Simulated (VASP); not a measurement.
# CsBr (Pm-3m) in VASP: further runs, part 2 of 3

VASP 6.6.1. The steps go on from the part before.

### Step 3. Electric field gradients, PBE

This run uses another cell than the first one, of 39.37 Å³/atom, 1.026 times its volume.

The input, INCAR:

```
SYSTEM = CsBr
  PREC = Accurate
  ENCUT = 400
  EDIFF = 1E-8
  ISMEAR = -1
  SIGMA = 0.03
  LREAL = .FALSE.
  LASPH = .TRUE.
  NELM = 120
  ALGO = Normal
  ISIF = 2
  LWAVE = .FALSE.
  LCHARG = .FALSE.
  GGA = PE
  LEFG = .TRUE.
  NBANDS = 15
  GGA_COMPAT = .FALSE.
```

The input, KPOINTS:

```
regular mesh
0
G
  6 6 6
  0 0 0
```

The input, POSCAR:

```
CsBr
1.0
    4.2860000000      0.0000000000      0.0000000000
    0.0000000000      4.2860000000      0.0000000000
    0.0000000000      0.0000000000      4.2860000000
Cs Br
1 1
Direct
    0.0000000000      0.0000000000      0.0000000000
    0.5000000000      0.5000000000      0.5000000000
```

Potentials or basis: VASP PAW PBE potentials, release 64 (Cs_sv, Br).

Run with:

```bash
cat potpaw_PBE.64/Cs_sv/POTCAR potpaw_PBE.64/Br/POTCAR > POTCAR
mpirun -np 1 vasp_std > vasp.out
```

OUTCAR:

```text
SYSTEM = CsBr
   PREC = Accurate
   ENCUT = 400
   EDIFF = 1E-8
   ISMEAR = -1
   LREAL = .FALSE.
   LASPH = .TRUE.
   NELM = 120
   ISIF = 2
   GGA = PE

 ion  position               nearest neighbor table
   1  0.000  0.000  0.000-
   2  0.500  0.500  0.500-

  LATTYP: Found a simple cubic cell.
 ALAT       =     4.2860000000

  Lattice vectors:

 A1 = (   4.2860000000,   0.0000000000,   0.0000000000)
 A2 = (   0.0000000000,   4.2860000000,   0.0000000000)
 A3 = (   0.0000000000,   0.0000000000,   4.2860000000)

Analysis of symmetry for initial positions (statically):
=====================================================================
 Subroutine PRICEL returns:
 Original cell was already a primitive cell.

 Routine SETGRP: Setting up the symmetry group for a
 simple cubic supercell.

 Subroutine GETGRP returns: Found 48 space group operations
 (whereof 48 operations were pure point group operations)
 out of a pool of 48 trial point group operations.

The static configuration has the point symmetry O_h .

Analysis of symmetry for dynamics (positions and initial velocities):
=====================================================================
 Subroutine PRICEL returns:
 Original cell was already a primitive cell.

 Routine SETGRP: Setting up the symmetry group for a
 simple cubic supercell.

 Subroutine GETGRP returns: Found 48 space group operations
 (whereof 48 operations were pure point group operations)
 out of a pool of 48 trial point group operations.

The dynamic configuration has the point symmetry O_h .

 Subroutine INISYM returns: Found 48 space group operations
 (whereof 48 operations are pure point group operations),
 and found     1 'primitive' translations

----------------------------------------------------------------------------------------

                                     Primitive cell

  volume of cell :      78.7329

  direct lattice vectors                    reciprocal lattice vectors
     4.286000000  0.000000000  0.000000000     0.233317779  0.000000000  0.000000000
     0.000000000  4.286000000  0.000000000     0.000000000  0.233317779  0.000000000
     0.000000000  0.000000000  4.286000000     0.000000000  0.000000000  0.233317779

  length of vectors
     4.286000000  4.286000000  4.286000000     0.233317779  0.233317779  0.233317779

  position of ions in fractional coordinates (direct lattice)
     0.000000000  0.000000000  0.000000000
     0.500000000  0.500000000  0.500000000

  ion indices of the primitive-cell ions
   primitive index   ion index
                 1           1
                 2           2

----------------------------------------------------------------------------------------

 KPOINTS: regular mesh

Automatic generation of k-mesh.
[... 75 lines left out ...]
   EFERMI =   0.00;   METHOD = LEGACY
   ISMEAR =    -1;   SIGMA  =   0.03  broadening in eV -4-tet -1-fermi 0-gaus
   EFERMI_NEDOS =   21; number of points for ismear=-14 and -15
   IALGO  =     38    algorithm
   IMIX   =      4    mixing-type and parameters
     AMIX     =   0.40;   BMIX     =  1.00
     AMIX_MAG =   1.60;   BMIX_MAG =  1.00
  volume/ion in A,a.u.               =      39.37       265.66
  Fermi-wavevector in a.u.,A,eV,Ry     =   0.962489  1.818841 12.604247  0.926386
  Thomas-Fermi vector in A             =   2.091953
   LORBIT       =      0    0 simple, 1 ext, 2 COOP (PROOUT), +10 PAW based schemes
   GGA     = PE    functional components
   LHFCALC =     F    Hartree Fock is set to
   AEXX    =    0.0000 exact exchange contribution
   IVDW    =     0    specifies the selected vdW correction
   LEPSILON=     F    determine dielectric tensor
   LRPA    =     F    only Hartree local field effects (RPA)
 non-spin polarized calculation
  energy-cutoff  :      400.00
  volume of cell :       78.73
 maximum number of plane-waves:      1472
 NGX is ok and might be reduce to    28
   NGX = 13   NGY = 13   NGZ = 13

 number of electron      16.0000004 magnetization

 Free energy of the ion-electron system (eV)
  ---------------------------------------------------
  ext. energy  EPLUGINS =         0.00000000
  ---------------------------------------------------
  free energy    TOTEN  =        -6.00414712 eV

  energy without entropy =       -6.00414712  energy(sigma->0) =       -6.00414712

 E-fermi :   0.3309     XC(G=0):  -8.0748

 val. band max:       -0.2980867019   @ k =   0.0000   0.0000   0.0000
 cond. band min:       4.2197552690   @ k =   0.0000   0.0000   0.0000
 fundamental gap:      4.5178419709
 Fermi energy:         0.3309177487

 k-point     1 :       0.0000    0.0000    0.0000
  band No.  band energies     occupation
      1     -20.0734      2.00000
      2     -12.6665      2.00000
      3      -6.6677      2.00000
      4      -6.6677      2.00000
      5      -6.6677      2.00000
      6      -0.2981      2.00000
      7      -0.2981      2.00000
      8      -0.2981      2.00000
      9       4.2198      0.00000
     10       4.6158      0.00000
     11       4.6158      0.00000
     12       8.8261      0.00000
     13       8.8261      0.00000
     14       8.8261      0.00000
[... 329 lines left out ...]
      2     -12.4864      2.00000
      3      -7.0721      2.00000
      4      -7.0721      2.00000
      5      -7.0721      2.00000
      6      -1.4796      2.00000
      7      -1.4796      2.00000
      8      -1.4796      2.00000
      9       8.0293      0.00000
     10       8.0293      0.00000
     11       8.0293      0.00000
     12       8.8828      0.00000
     13       8.8828      0.00000
     14       8.8828      0.00000
     15      11.0518      0.00000

------------------------ aborting loop because EDIFF is reached ----------------------------------------

  FORCE on cell =-STRESS in cart. coord.  units (eV):
  Direction    XX          YY          ZZ          XY          YZ          ZX
  --------------------------------------------------------------------------------------
  -------------------------------------------------------------------------------------
  Total        0.5284521      0.5284521      0.5284521      0.0000000     -0.0000000      0.0000000
  in kB       10.7537445     10.7537445     10.7537445      0.0000000     -0.0000000      0.0000000
  external PRESSURE =      10.7537445 kB  Pullay stress =       0.0000000 kB

 VOLUME and BASIS-vectors are now :
 -----------------------------------------------------------------------------
  energy-cutoff  :      400.00
  volume of cell :       78.73
      direct lattice vectors                 reciprocal lattice vectors
     4.286000000  0.000000000  0.000000000     0.233317779  0.000000000  0.000000000
     0.000000000  4.286000000  0.000000000     0.000000000  0.233317779  0.000000000
     0.000000000  0.000000000  4.286000000     0.000000000  0.000000000  0.233317779

 POSITION                                       TOTAL-FORCE (eV/Angst)
 -----------------------------------------------------------------------------------
      0.00000      0.00000      0.00000         0.000000      0.000000      0.000000
      2.14300      2.14300      2.14300         0.000000      0.000000      0.000000
 -----------------------------------------------------------------------------------
    total drift:                                0.000000      0.000000      0.000000

  FREE ENERGIE OF THE ION-ELECTRON SYSTEM (eV)
  ---------------------------------------------------
  free  energy   TOTEN  =        -6.0041471204 eV

  energy  without entropy=       -6.0041471203  energy(sigma->0) =       -6.00414712

 Electric field gradients (V/A^2)
---------------------------------------------------------------------
 ion       V_xx      V_yy      V_zz      V_xy      V_xz      V_yz
---------------------------------------------------------------------
   1       0.000     0.000     0.000    -0.000     0.000     0.000
   2       0.000     0.000     0.000     0.000     0.000    -0.000
---------------------------------------------------------------------

 Electric field gradients after diagonalization (V/A^2)
 (convention: |V_zz| > |V_xx| > |V_yy|)
----------------------------------------------------------------------
 ion       V_xx      V_yy      V_zz     asymmetry (V_yy - V_xx)/ V_zz
----------------------------------------------------------------------
   1       0.000     0.000     0.000      -0.419
   2       0.000     0.000     0.000      -0.063
----------------------------------------------------------------------

           NMR quadrupolar parameters

 Cq : quadrupolar parameter    Cq=e*Q*V_zz/h
 eta: asymmetry parameters     (V_yy - V_xx)/ V_zz
 Q  : nuclear electric quadrupole moment in mb (millibarn)
----------------------------------------------------------------------
 ion       Cq(MHz)       eta       Q (mb)
----------------------------------------------------------------------
   1       0.000      -0.419       1.000
   2       0.000      -0.063       1.000
----------------------------------------------------------------------
```

OSZICAR:

```text
N       E                     dE             d eps       ncg     rms          rms(c)
DAV:   1     0.788137892624E+02    0.78814E+02   -0.56393E+03   600   0.745E+02
DAV:   2    -0.517780712793E+00   -0.79332E+02   -0.73280E+02   884   0.144E+02
DAV:   3    -0.622411860145E+01   -0.57063E+01   -0.56923E+01   789   0.420E+01
DAV:   4    -0.626681672351E+01   -0.42698E-01   -0.42696E-01   705   0.444E+00
DAV:   5    -0.626705431477E+01   -0.23759E-03   -0.23759E-03   824   0.333E-01    0.181E+00
DAV:   6    -0.603792101459E+01    0.22913E+00   -0.21193E-01   733   0.245E+00    0.106E+00
DAV:   7    -0.600118418128E+01    0.36737E-01   -0.12480E-01   747   0.180E+00    0.613E-01
DAV:   8    -0.600426169833E+01   -0.30775E-02   -0.13643E-02   656   0.674E-01    0.117E-01
DAV:   9    -0.600404286319E+01    0.21884E-03   -0.13253E-03   782   0.194E-01    0.675E-02
DAV:  10    -0.600414389476E+01   -0.10103E-03   -0.20322E-04   642   0.901E-02    0.168E-02
DAV:  11    -0.600414812086E+01   -0.42261E-05   -0.27000E-05   733   0.299E-02    0.104E-02
DAV:  12    -0.600414687550E+01    0.12454E-05   -0.42192E-06   691   0.119E-02    0.176E-03
DAV:  13    -0.600414701956E+01   -0.14405E-06   -0.42351E-07   670   0.351E-03    0.134E-03
DAV:  14    -0.600414711512E+01   -0.95566E-07   -0.56159E-08   754   0.129E-03    0.164E-04
DAV:  15    -0.600414712041E+01   -0.52894E-08   -0.24242E-09   461   0.312E-04
   1 F= -.60041471E+01 E0= -.60041471E+01  d E =-.610068E-10
```

stdout:

```text
POSCAR found type information on POSCAR CsBr
 POSCAR found :  2 types and       2 ions
 scaLAPACK will be used
 LDA part: xc-table for (Slater+PW92), standard interpolation
 POSCAR, INCAR and KPOINTS ok, starting setup
 FFT: planning ... GRIDC
 FFT: planning ... GRID_SOFT
 FFT: planning ... GRID
 WAVECAR not read
 entering main loop
ion   1

ion   2
```

It used 7.9 s of CPU time on 1 thread of Intel(R) Xeon(R) 6975P-C (Granite Rapids), on a shared host.

Results:

| Property | Result |
| --- | --- |
| Free energy | -6.0041 eV |
| Pressure | 1.1 GPa |
| Band gap on the k mesh | 4.52 eV, direct |

Levels at points of the mesh, in eV from the valence-band top:
```
           k point  band 5  band 6  band 7  band 8  band 9  band 10  band 11  band 12
(0.00, 0.00, 0.00)   -6.37    0.00    0.00    0.00    4.52     4.91     4.91     9.12
(0.50, 0.00, 0.00)   -6.26   -1.33   -0.21   -0.21    5.93     7.31     7.77     8.33
(0.50, 0.50, 0.00)   -6.20   -0.58   -0.58    0.00    5.27     5.50     7.23     7.23
(0.50, 0.50, 0.50)   -6.77   -1.18   -1.18   -1.18    8.33     8.33     8.33     9.18
```

Caveat: without QUAD_EFG the Cq values of the log hold for a quadrupole moment of 1 mb, not for the nuclei; spin-orbit coupling is left out, which moves the levels of the heavy elements. As with any semilocal functional, this PBE gap is likely too small.

### Step 4. Electric field gradients, PBE

This run uses another cell than the first one, of 39.37 Å³/atom, 1.026 times its volume.

The input, INCAR:

```
PREC     = Accurate       # precision mode
ENCUT    = 400            # plane-wave cutoff, eV
EDIFF    = 1E-8           # SCF threshold, eV
ISMEAR   = -1             # smearing method
SIGMA    = 0.03           # smearing width, eV
LREAL    = F              # projectors in reciprocal space
LASPH    = T              # aspherical terms in the spheres
NELM     = 120            # most SCF steps
ALGO     = Normal         # electronic algorithm
ISIF     = 2              # what is computed and relaxed
LWAVE    = F              # write WAVECAR
LCHARG   = F              # write CHGCAR
GGA      = PE             # functional
LEFG     = T            
NBANDS   = 15             # bands
GGA_COMPAT= F
```

The input, KPOINTS:

```
Automatic mesh
0
Gamma
  6 6 6
```

POSCAR is that of step 3.

Potentials or basis: VASP PAW PBE potentials, release 64 (Cs_sv, Br).

Run with:

```bash
cat potpaw_PBE.64/Cs_sv/POTCAR potpaw_PBE.64/Br/POTCAR > POTCAR
mpirun -np 1 vasp_std > vasp.out
```

OUTCAR:

```text
PREC = Accurate
   ENCUT = 400
   EDIFF = 1E-8
   ISMEAR = -1
   LREAL = F
   LASPH = T
   NELM = 120
   ISIF = 2
   GGA = PE

 ion  position               nearest neighbor table
   1  0.000  0.000  0.000-
   2  0.500  0.500  0.500-

  LATTYP: Found a simple cubic cell.
 ALAT       =     4.2860000000

  Lattice vectors:

 A1 = (   4.2860000000,   0.0000000000,   0.0000000000)
 A2 = (   0.0000000000,   4.2860000000,   0.0000000000)
 A3 = (   0.0000000000,   0.0000000000,   4.2860000000)

[... 563 lines left out ...]
  ---------------------------------------------------
  free  energy   TOTEN  =        -6.0041471204 eV

  energy  without entropy=       -6.0041471203  energy(sigma->0) =       -6.00414712

 Electric field gradients (V/A^2)
---------------------------------------------------------------------
 ion       V_xx      V_yy      V_zz      V_xy      V_xz      V_yz
---------------------------------------------------------------------
   1       0.000     0.000     0.000    -0.000     0.000     0.000
   2       0.000     0.000     0.000     0.000     0.000    -0.000
---------------------------------------------------------------------

 Electric field gradients after diagonalization (V/A^2)
 (convention: |V_zz| > |V_xx| > |V_yy|)
----------------------------------------------------------------------
 ion       V_xx      V_yy      V_zz     asymmetry (V_yy - V_xx)/ V_zz
----------------------------------------------------------------------
   1       0.000     0.000     0.000      -0.419
   2       0.000     0.000     0.000      -0.063
----------------------------------------------------------------------

           NMR quadrupolar parameters

 Cq : quadrupolar parameter    Cq=e*Q*V_zz/h
 eta: asymmetry parameters     (V_yy - V_xx)/ V_zz
 Q  : nuclear electric quadrupole moment in mb (millibarn)
----------------------------------------------------------------------
 ion       Cq(MHz)       eta       Q (mb)
----------------------------------------------------------------------
   1       0.000      -0.419       1.000
   2       0.000      -0.063       1.000
----------------------------------------------------------------------
```

stdout:

```text
POSCAR found type information on POSCAR CsBr
 POSCAR found :  2 types and       2 ions
 scaLAPACK will be used
 LDA part: xc-table for (Slater+PW92), standard interpolation
 POSCAR, INCAR and KPOINTS ok, starting setup
 FFT: planning ... GRIDC
 FFT: planning ... GRID_SOFT
 FFT: planning ... GRID
 WAVECAR not read
 entering main loop
ion   1

ion   2
```

It used 7.4 s of CPU time on 1 thread of Intel(R) Xeon(R) 6975P-C (Granite Rapids) (shared host).

What came out:

```
Free energy            : -6.0041 eV
Pressure               : 1.1 GPa
Band gap on the k mesh : 4.52 eV, direct
```

Levels at points of the mesh, in eV from the valence-band top:
```tsv
k point	band 4	band 5	band 6	band 7	band 8	band 9	band 10	band 11	band 12	band 13
(0.00, 0.00, 0.00)	-6.37	-6.37	0.00	0.00	0.00	4.52	4.91	4.91	9.12	9.12
(0.50, 0.00, 0.00)	-6.26	-6.26	-1.33	-0.21	-0.21	5.93	7.31	7.77	8.33	8.89
(0.50, 0.50, 0.00)	-6.96	-6.20	-0.58	-0.58	0.00	5.27	5.50	7.23	7.23	11.15
(0.50, 0.50, 0.50)	-6.77	-6.77	-1.18	-1.18	-1.18	8.33	8.33	8.33	9.18	9.18
```

Caveat: without QUAD_EFG the Cq values of the log hold for a quadrupole moment of 1 mb, not for the nuclei; spin-orbit coupling is left out, which moves the levels of the heavy elements.

(Part 2 of 3 ends here.)
